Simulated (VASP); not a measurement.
Input of a VASP 6.6.1 run:

Contents of INCAR:

```
PREC     = Accurate       # precision mode
ENCUT    = 520            # plane-wave cutoff, eV
EDIFF    = 1E-6           # SCF threshold, eV
ISMEAR   = 0              # smearing method
SIGMA    = 0.03           # smearing width, eV
LREAL    = False          # projectors in reciprocal space
LASPH    = True           # aspherical terms in the spheres
NELM     = 60             # most SCF steps
ALGO     = Normal         # electronic algorithm
ISIF     = 2              # what is computed and relaxed
LWAVE    = False          # write WAVECAR
LCHARG   = False          # write CHGCAR
GGA      = PE             # functional
IVDW     = 12             # dispersion correction
NBANDS   = 48             # bands
```

KPOINTS

```
Automatic mesh
0
Gamma
  9 9 2
```

Contents of POSCAR:

```
InSe
1.0
   -4.0317714842      0.0000000000      0.0000000000
   -2.0158857421     -3.4916165276      0.0000000000
    0.0000000000      0.0000000000     17.5123716544
In Se
4 4
Direct
    0.3333333333      0.3333333333      0.1595207463
    0.6666666667      0.6666666667      0.6381073131
    0.3333333333      0.3333333333      0.3190658206
    0.6666666667      0.6666666667      0.7976523874
    0.3333333333      0.3333333333      0.5646088014
    0.6666666667      0.6666666667      0.0860222346
    0.3333333333      0.3333333333      0.8711508991
    0.6666666667      0.6666666667      0.3925643323
```

Potentials or basis: VASP PAW PBE potentials, release 64 (In_d, Se).

The run is started by

```console
$ cat potpaw_PBE.64/In_d/POTCAR potpaw_PBE.64/Se/POTCAR > POTCAR
$ mpirun -np 1 vasp_std > vasp.out
```

What does it give for the band gap on the k mesh?

0.63 eV.

Estimate the dispersion energy per atom.

-0.283 eV.

Predict the pressure.

-0.1 GPa.

Stress tensor (GPa, compression positive):
```
-0.04  0.00  0.00
 0.00 -0.04  0.00
 0.00  0.00 -0.29
```

Caveat: the cell differs from its parent crystal (the distance across one plane changed); semilocal functionals underestimate gaps, and a narrow one can read as zero; spin-orbit coupling is left out, which moves the levels of the heavy elements.
